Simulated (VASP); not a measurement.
# Ni3Ge (P4/mmm) in VASP: further runs

Ni3Ge is run at these levels: PBEsol; tasks: single point.

All numbers are computed with VASP 6.6.1; they aren't measurements. Logs are shortened: lines on timing, memory, paths and dates and some standing lists are left out, and cuts for length are marked.

### Step 1. The cell of the first run

It takes space group P4/mmm (No. 123, tetragonal). The conventional cell has a = 3.525 Å, b = 3.525 Å, c = 3.631 Å, α = 90.00°, β = 90.00°, γ = 90.00°. Within 3.3 Å of Ni (site symmetry mmm) lie 8 Ni at 2.49 to 2.53 Å and 4 Ge at 2.53 Å. Within 3.3 Å of Ni (site symmetry 4/mmm) lie 4 Ge at 2.49 Å and 8 Ni at 2.53 Å. Ge (site symmetry 4/mmm) has 12 Ni at 2.49 to 2.53 Å within 3.3 Å.

### Step 2. Single point, PBEsol (strain +0.0300 x Voigt [1, 0, 0, 0, 0, 0])

Input file INCAR:

```
SYSTEM = Ni3Ge
ALGO = Fast ; EDIFF = 1E-6
ENCUT = 520 ; GGA = PS
ISIF = 2 ; ISMEAR = 0
LASPH = .TRUE. ; LCHARG = .TRUE.
LELF = .TRUE. ; LREAL = .FALSE.
LVHAR = .TRUE. ; LWAVE = .FALSE.
NBANDS = 30 ; NELM = 80
PREC = Accurate ; SIGMA = 0.15
```

Input file KPOINTS:

```
k-points
0
G
  14 14 14
  0 0 0
```

Input file POSCAR:

```
Ni3Ge
1.0
    3.6306617055      0.0000000000      0.0000000000
    0.0000000000      3.5249142772      0.0000000000
    0.0000000000      0.0000000000      3.5249142772
Ni Ge
3 1
Direct
    0.5000000000      0.0000000000      0.5000000000
    0.0000000000      0.5000000000      0.5000000000
    0.5000000000      0.5000000000      0.0000000000
    0.0000000000      0.0000000000      0.0000000000
```

Potentials or basis: VASP PAW PBE potentials, release 64 (Ni, Ge_d).

Launch:

```console
$ cat potpaw_PBE.64/Ni/POTCAR potpaw_PBE.64/Ge_d/POTCAR > POTCAR
$ mpirun -np 1 vasp_std > vasp.out
```

OUTCAR:

```text
SYSTEM = Ni3Ge
   EDIFF = 1E-6
   ENCUT = 520
   GGA = PS
   ISIF = 2
   ISMEAR = 0
   LASPH = .TRUE.
   LREAL = .FALSE.
   NELM = 80
   PREC = Accurate

 ion  position               nearest neighbor table
   1  0.500  0.000  0.500-   3 2.49   3 2.49   3 2.49   3 2.49   4 2.53   2 2.53   4 2.53   2 2.53
                             2 2.53   4 2.53   4 2.53   2 2.53
   2  0.000  0.500  0.500-   4 2.49   4 2.49   4 2.49   4 2.49   3 2.53   1 2.53   1 2.53   3 2.53
                             1 2.53   3 2.53   3 2.53   1 2.53
   3  0.500  0.500  0.000-   1 2.49   1 2.49   1 2.49   1 2.49   2 2.53   4 2.53   4 2.53   2 2.53
                             2 2.53   4 2.53   2 2.53   4 2.53
   4  0.000  0.000  0.000-   2 2.49   2 2.49   2 2.49   2 2.49   1 2.53   3 2.53   3 2.53   1 2.53
                             1 2.53   3 2.53   1 2.53   3 2.53

  LATTYP: Found a simple tetragonal cell.
 ALAT       =     3.5249142772
 C/A-ratio  =     1.0300000000

  Lattice vectors:

 A1 = (   0.0000000000,   3.5249142772,   0.0000000000)
 A2 = (   0.0000000000,   0.0000000000,   3.5249142772)
 A3 = (   3.6306617055,   0.0000000000,   0.0000000000)

Analysis of symmetry for initial positions (statically):
=====================================================================
 Subroutine PRICEL returns:
 Original cell was already a primitive cell.

 Routine SETGRP: Setting up the symmetry group for a
 simple tetragonal supercell.

 Subroutine GETGRP returns: Found 16 space group operations
 (whereof 16 operations were pure point group operations)
 out of a pool of 16 trial point group operations.

The static configuration has the point symmetry D_4h.

Analysis of symmetry for dynamics (positions and initial velocities):
=====================================================================
 Subroutine PRICEL returns:
 Original cell was already a primitive cell.

 Routine SETGRP: Setting up the symmetry group for a
 simple tetragonal supercell.

 Subroutine GETGRP returns: Found 16 space group operations
 (whereof 16 operations were pure point group operations)
 out of a pool of 16 trial point group operations.

The dynamic configuration has the point symmetry D_4h.

 Subroutine INISYM returns: Found 16 space group operations
 (whereof 16 operations are pure point group operations),
 and found     1 'primitive' translations

----------------------------------------------------------------------------------------

                                     Primitive cell

[... 95 lines left out ...]
   LREAL  =      F    real-space projection
   EDIFFG = 0.1E-04   stopping-criterion for IOM
   NSW    =      0    number of steps for IOM
   IBRION =     -1    ionic relax: 0-MD 1-quasi-New 2-CG
   NFREE  =      0    steps in history (QN), initial steepest desc. (CG)
   ISIF   =      2    stress and relaxation
   ISYM   =      2    0-nonsym 1-usesym 2-fastsym
   POTIM  = 0.5000    time-step for ionic-motion
   TEBEG  =    0.0;   TEEND  =   0.0 temperature during run
   PSTRESS=    0.0 pullay stress
   NELECT =      44.0000    total number of electrons
   NUPDOWN=      -1.0000    fix difference up-down
   EMIN   =  10.00;   EMAX   =-10.00  energy-range for DOS
   EFERMI =   0.00;   METHOD = LEGACY
   ISMEAR =     0;   SIGMA  =   0.15  broadening in eV -4-tet -1-fermi 0-gaus
   EFERMI_NEDOS =   21; number of points for ismear=-14 and -15
   IALGO  =     68    algorithm
   IMIX   =      4    mixing-type and parameters
     AMIX     =   0.40;   BMIX     =  1.00
     AMIX_MAG =   1.60;   BMIX_MAG =  1.00
  volume/ion in A,a.u.               =      11.28        76.11
  Fermi-wavevector in a.u.,A,eV,Ry     =   1.623547  3.068058 35.863645  2.635904
  Thomas-Fermi vector in A             =   2.716979
   LORBIT       =      0    0 simple, 1 ext, 2 COOP (PROOUT), +10 PAW based schemes
   GGA     = PS    functional components
   LHFCALC =     F    Hartree Fock is set to
   AEXX    =    0.0000 exact exchange contribution
   IVDW    =     0    specifies the selected vdW correction
   LEPSILON=     F    determine dielectric tensor
   LRPA    =     F    only Hartree local field effects (RPA)
 non-spin polarized calculation
 RMM-DIIS sequential band-by-band and
 Gauss-broadening in eV      SIGMA  =   0.15
  energy-cutoff  :      520.00
  volume of cell :       45.11
 maximum number of plane-waves:      1238
 NGX is ok and might be reduce to    28
   NGX = 13   NGY = 13   NGZ = 13

 number of electron      43.9999982 magnetization

 Free energy of the ion-electron system (eV)
  ---------------------------------------------------
  ext. energy  EPLUGINS =         0.00000000
  ---------------------------------------------------
  free energy    TOTEN  =       -24.71612610 eV

  energy without entropy =      -24.69462981  energy(sigma->0) =      -24.70537795

 E-fermi :   9.8467     XC(G=0): -13.5014

 val. band max:        9.8336378076   @ k =   0.5000   0.0714   0.0714
 cond. band min:       9.8499367160   @ k =   0.4286   0.4286   0.3571
 fundamental gap:      0.0162989084
 Fermi energy:         9.8466751252

 k-point     1 :       0.0000    0.0000    0.0000
  band No.  band energies     occupation
      1     -14.7369      2.00000
      2     -14.7337      2.00000
      3     -14.7257      2.00000
      4     -14.7199      2.00000
      5     -14.7199      2.00000
      6      -2.5211      2.00000
[... 781 lines left out ...]
     29      18.4981      0.00000
     30      21.5006      0.00000

 [... further k-points ...]

------------------------ aborting loop because EDIFF is reached ----------------------------------------

  FORCE on cell =-STRESS in cart. coord.  units (eV):
  Direction    XX          YY          ZZ          XY          YZ          ZX
  --------------------------------------------------------------------------------------
  -------------------------------------------------------------------------------------
  Total       -2.3362148     -1.1281846     -1.1281846      0.0000000      0.0000000      0.0000000
  in kB      -82.9736994    -40.0689399    -40.0689399      0.0000000      0.0000000      0.0000000
  external PRESSURE =     -54.3705264 kB  Pullay stress =       0.0000000 kB

 VOLUME and BASIS-vectors are now :
 -----------------------------------------------------------------------------
  energy-cutoff  :      520.00
  volume of cell :       45.11
      direct lattice vectors                 reciprocal lattice vectors
     3.630661706  0.000000000  0.000000000     0.275431886  0.000000000  0.000000000
     0.000000000  3.524914277  0.000000000     0.000000000  0.283694842  0.000000000
     0.000000000  0.000000000  3.524914277     0.000000000  0.000000000  0.283694842

 POSITION                                       TOTAL-FORCE (eV/Angst)
 -----------------------------------------------------------------------------------
      1.81533      0.00000      1.76246         0.000000      0.000000      0.000000
      0.00000      1.76246      1.76246         0.000000      0.000000      0.000000
      1.81533      1.76246      0.00000         0.000000      0.000000      0.000000
      0.00000      0.00000      0.00000         0.000000      0.000000      0.000000
 -----------------------------------------------------------------------------------
    total drift:                                0.000000      0.000000      0.000000

  FREE ENERGIE OF THE ION-ELECTRON SYSTEM (eV)
  ---------------------------------------------------
  free  energy   TOTEN  =       -24.7161260962 eV

  energy  without entropy=      -24.6946298101  energy(sigma->0) =      -24.70537795
```

It took 3.1 min on 1 thread of Intel Xeon 6975P-C (Granite Rapids), shared host; peak memory 0.42 GiB.

What came out:

- Free energy: -24.7161 eV
- Pressure: -5.4 GPa
- Band gap on the k mesh: zero (bands 22 and 23 overlap by 0.31 eV)

Caveat: the cell differs from its parent crystal (strain +0.0300 x Voigt [1, 0, 0, 0, 0, 0]); the cell stands under tension; the PAW data sets were made with another functional, which shifts forces and pressure a little. Spin polarisation is off, so any magnetic state and its effect on volume and gap are missing.

### Step 3. Single point, PBEsol (strain +0.0350 x Voigt [1, 0, 0, 0, 0, 0])

Input file INCAR:

```
PREC     = Accurate       # precision mode
ENCUT    = 520            # plane-wave cutoff, eV
EDIFF    = 1E-6           # SCF threshold, eV
ISMEAR   = 0              # smearing method
SIGMA    = 0.15           # smearing width, eV
LREAL    = False          # projectors in reciprocal space
LASPH    = True           # aspherical terms in the spheres
NELM     = 60             # most SCF steps
ALGO     = Fast           # electronic algorithm
ISIF     = 2              # what is computed and relaxed
LWAVE    = False          # write WAVECAR
LCHARG   = True           # write CHGCAR
GGA      = PS             # functional
LELF     = True           # ELF
LVHAR    = True         
NBANDS   = 30             # bands
```

Input file KPOINTS:

```
Automatic mesh
0
Gamma
  14 14 14
```

POSCAR: that of step 2 with these lines changed.

```diff
@@ -2,3 +2,3 @@
 1.0
-    3.6306617055      0.0000000000      0.0000000000
+    3.6482862769      0.0000000000      0.0000000000
     0.0000000000      3.5249142772      0.0000000000
```

Potentials or basis: VASP PAW PBE potentials, release 64 (Ni, Ge_d).

Launch:

```console
$ cat potpaw_PBE.64/Ni/POTCAR potpaw_PBE.64/Ge_d/POTCAR > POTCAR
$ mpirun -np 1 vasp_std > vasp.out
```

It took 3.2 min on 1 thread of Intel Xeon 6975P-C (Granite Rapids), shared host; peak memory 0.42 GiB.

The run converged. Its results:

```
Free energy            : -24.7036 eV
Pressure               : -6.4 GPa
Band gap on the k mesh : zero (bands 22 and 23 overlap by 0.32 eV)
```

Stress tensor (GPa, compression positive):
```
-9.72  0.00  0.00
 0.00 -4.75  0.00
 0.00  0.00 -4.75
```

Levels at points of the mesh, in eV from the Fermi level:
```csv
k point,band 18,band 19,band 20,band 21,band 22,band 23,band 24,band 25,band 26,band 27
"(0.00, 0.00, 0.00)",-0.72,-0.67,-0.49,-0.30,-0.05,-0.05,0.10,3.65,6.50,6.94
"(0.50, 0.00, 0.00)",-1.18,-1.18,-1.12,-0.45,0.10,3.41,3.41,4.64,5.77,5.77
"(0.00, 0.50, 0.00)",-1.28,-1.16,-1.10,-0.58,-0.05,3.34,3.76,4.26,5.29,5.93
"(0.50, 0.50, 0.00)",-1.34,-1.17,-1.11,-0.95,-0.93,0.55,0.55,5.61,6.46,8.57
"(0.00, 0.50, 0.50)",-1.30,-1.15,-1.01,-0.93,-0.86,0.65,0.65,5.36,5.92,8.19
"(0.50, 0.50, 0.50)",-1.27,-1.23,-1.05,-0.48,-0.26,-0.20,-0.20,0.58,3.94,4.12
```

Caveat: the cell differs from its parent crystal (strain +0.0350 x Voigt [1, 0, 0, 0, 0, 0]); the cell stands under tension; the PAW data sets were made with another functional, which shifts forces and pressure a little. Spin polarisation is off, so any magnetic state and its effect on volume and gap are missing.
